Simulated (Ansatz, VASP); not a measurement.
# BaTe: VASP beside Ansatz

File POSCAR:

```
BaTe
1.0
    0.0000000000      3.4836324785      3.5323793130
    3.5323793130      0.0000000000      3.5323793130
    3.5323793130      3.4836324785      0.0000000000
Ba Te
1 1
Direct
    0.0000000000      0.0000000000      0.0000000000
    0.5000000000      0.5000000000      0.5000000000
```

INCAR.step1

```
PREC = Accurate ; ENCUT = 520
EDIFF = 1E-5 ; ISMEAR = 0
SIGMA = 0.01 ; LREAL = False
LASPH = True ; NELM = 60
ALGO = Normal ; ISIF = 2
LWAVE = True ; LCHARG = False
GGA = PE ; NBANDS = 15
```

The input INCAR.step2:

```
PREC = Accurate ; ENCUT = 520
EDIFF = 1E-6 ; ISMEAR = 0
SIGMA = 0.01 ; LREAL = False
LASPH = True ; NELM = 60
ALGO = Normal ; ISIF = 2
LWAVE = False ; LCHARG = False
GGA = PE ; LHFCALC = True
HFSCREEN = 0.2079 ; PRECFOCK = Normal
ISTART = 1 ; NBANDS = 15
```

File KPOINTS:

```
regular mesh
0
Gamma
  4 4 4
```

Input for Ansatz:

```yaml
crystal:
  lattice:
    - [0.0, 3.4836324785, 3.532379313]
    - [3.532379313, 0.0, 3.532379313]
    - [3.532379313, 3.4836324785, 0.0]
  atoms:
    - { symbol: Ba, position: [0.0, 0.0, 0.0] }
    - { symbol: Te, position: [0.5, 0.5, 0.5] }
kpoints:
  mp_grid: { grid: [4, 4, 4] }
  band_path:
    path:
      - [0.0, 0.0, 0.0]
      - [0.5, 0.0, 0.5]
      - [0.625, 0.25, 0.625]
      - [0.375, 0.375, 0.75]
      - [0.5, 0.5, 0.5]
      - [0.5, 0.25, 0.75]
    npoints: 1
hamiltonian:
  xc: hse06
scf:
  occupations: { method: fixed }
  n_extra_bands: 4
output:
  forces: true
  stress: true
  eigenvalues: true
```

Change from the starting cell: uniaxial_y strain -1.4%.

Alike in both runs: task single point; functional HSE06; k mesh 4 × 4 × 4; no spin polarisation.

|  | VASP | Ansatz |
| --- | --- | --- |
| version | VASP 6.6.1 | Ansatz 0.2.0 |
| potentials or method | VASP PAW PBE potentials, release 64 (Ba_sv, Te) | plane waves, PAW |
| plane-wave cutoff (eV) | 520 | 420 |
| occupations | gaussian, width 0.01 eV | fixed |
| valence electrons in the cell | 16 | 26 |

```csv
,VASP,Ansatz,Ansatz less VASP
gap on the k mesh at the Fermi level (eV),2.24,2.30,+0.053
pressure (GPa),0.4,0.2,-0.22
"traceless stress, the component that is largest in VASP (GPa)",0.62,0.60,-0.028
```

VASP's potentials hold 16 valence electrons a cell and Ansatz's 26, so a difference there can come from the potentials and not from the codes. Ansatz's warnings: stress exchange threshold loose, stress scf threshold loose.

Neither program's run includes spin-orbit coupling.
